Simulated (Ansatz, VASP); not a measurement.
**Two plane-wave programs on Pt**

```
CELL_PARAMETERS angstrom
4.47341 0.00000 0.00000
-2.23670 3.87409 0.00000
0.00000 0.00000 2.66677
ATOMIC_POSITIONS crystal
Pt 0.00000 0.00000 0.00000
Pt 0.33333 0.66667 0.50000
Pt 0.66667 0.33333 0.50000
```

Alike in both runs: functional PBEsol; k mesh 8 × 8 × 12; occupations fermi-dirac, width 0.1 eV; no spin polarisation.

Ansatz relaxed the structure, and its values are those at the end. VASP's run is a single point on that final structure, the one shown.

|  | VASP | Ansatz |
| --- | --- | --- |
| version | VASP 6.6.1 | Ansatz 0.2.0 |
| potentials or method | VASP PAW PBE potentials, release 64 (Pt), cutoff 520 eV | plane waves (420 eV) with PAW, scalar-relativistic |
| valence electrons in the cell | 30 | 54 |

|  | VASP | Ansatz | Ansatz less VASP |
| --- | --- | --- | --- |
| pressure (GPa) | -0.4 | 0.0 | +0.44 |

VASP's potentials were made for PBE, not for PBEsol, and Ansatz warns of the same on its side. VASP's potentials hold 30 valence electrons a cell and Ansatz's 54, so a difference there can come from the potentials and not from the codes.

Neither program's run includes spin-orbit coupling.
